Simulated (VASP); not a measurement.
Write the native input for VASP 6.6.1 that does the following.

- Task: single point
- Functional: r2SCAN
- Potentials or basis: VASP PAW PBE potentials, release 64 (Au)
- Cutoff: 520 eV
- k mesh: 24 × 24 × 24
- Occupations: gaussian, width 0.15 eV
- Spin: no spin polarisation
- Dipole correction: no
- Further INCAR settings: ALGO = Normal; EDIFF = 1e-06; NBANDS = 12

The system is Au.

```
Au
1.0
    -1.78985    1.78985    1.78985
     1.78985   -1.78985    1.78985
     1.78985    1.78985   -1.78985
Au
1
Direct
  0.00000 0.00000 0.00000
```

This cell differs from its parent crystal: strain +0.080 along x and y, +0.080 along z.

The input as run:

POSCAR

```
Au
1.0
   -1.7898505200      1.7898505200      1.7898505200
    1.7898505200     -1.7898505200      1.7898505200
    1.7898505200      1.7898505200     -1.7898505200
Au
1
Direct
    0.0000000000      0.0000000000      0.0000000000
```

INCAR.step1

```
SYSTEM = Au
PREC = Accurate
ENCUT = 520
ISMEAR = 0
SIGMA = 0.15
LREAL = .FALSE.
LASPH = .TRUE.
NELM = 100
NBANDS = 12
GGA = PE
ALGO = Normal
EDIFF = 1E-4
LWAVE = .TRUE.
LCHARG = .FALSE.
```

INCAR.step2

```
SYSTEM = Au
PREC = Accurate
ENCUT = 520
EDIFF = 1E-6
ISMEAR = 0
SIGMA = 0.15
LREAL = .FALSE.
LASPH = .TRUE.
NELM = 100
ALGO = Normal
ISIF = 2
LWAVE = .FALSE.
LCHARG = .FALSE.
METAGGA = R2SCAN
LMIXTAU = .TRUE.
NBANDS = 12
ISTART = 1
```

KPOINTS

```
Automatic mesh
0
G
  24 24 24
  0 0 0
```

Potentials or basis: VASP PAW PBE potentials, release 64 (Au).

Run with:

```sh
$ cat potpaw_PBE.64/Au/POTCAR > POTCAR
$ cp INCAR.step1 INCAR
$ mpirun -np 1 vasp_std > vasp.out
$ cp INCAR.step2 INCAR
$ mpirun -np 1 vasp_std > vasp.out
```

It gave:

```json
{"Pressure": "-18.1 GPa", "Band gap on the k mesh": "zero (an odd number of electrons rules out a gap without spin polarisation)"}
```

Caveat: the cell differs from its parent crystal (strain +0.080 along x and y, +0.080 along z); the cell stands under tension; the PAW data sets were made with another functional, which shifts forces and pressure a little; spin-orbit coupling is left out, which moves the levels of the heavy elements.

Run time: 3.6 min on 1 thread of Intel(R) Xeon(R) Platinum 8259CL CPU @ 2.50GHz (Skylake/Cascade Lake) (shared host), peak memory 0.23 GiB.
